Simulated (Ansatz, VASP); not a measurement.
Two plane-wave programs on HfO2

```
CELL_PARAMETERS angstrom
5.11800 0.00000 0.00000
0.00000 5.18570 0.00000
-0.85866 0.00000 5.21387
ATOMIC_POSITIONS crystal
Hf 0.27550 0.46030 0.70800
Hf 0.72450 0.96030 0.79200
Hf 0.72450 0.53970 0.29200
Hf 0.27550 0.03970 0.20800
O 0.07420 0.16840 0.84670
O 0.92580 0.66840 0.65330
O 0.92580 0.83160 0.15330
O 0.07420 0.33160 0.34670
O 0.44870 0.74190 0.98010
O 0.55130 0.24190 0.51990
O 0.55130 0.25810 0.01990
O 0.44870 0.75810 0.48010
```

Alike in both runs: task single point; functional PBEsol; k mesh 5 × 5 × 5; occupations fermi-dirac, width 0.05 eV; no spin polarisation.

```csv
,VASP,Ansatz
version,VASP 6.6.1,Ansatz 0.2.0
potentials or method,"VASP PAW PBE potentials, release 64 (Hf_pv, O)",PseudoDojo standard (PBEsol files)
plane-wave cutoff (eV),520,1143
valence electrons in the cell,88,96
```

```tsv
	VASP	Ansatz	Ansatz less VASP
gap on the k mesh at the Fermi level (eV)	4.06	4.11	+0.048
least direct gap on the mesh (eV)	4.13	4.18	+0.048
```

VASP's potentials were made for PBE, not for PBEsol. VASP's potentials hold 88 valence electrons a cell and Ansatz's 96, so a difference there can come from the potentials and not from the codes.

Neither program's run includes spin-orbit coupling. Noted on Ansatz's run: odd divisions of the mesh miss points on the zone boundary, where band edges often lie, so the gap on the mesh can be too wide.
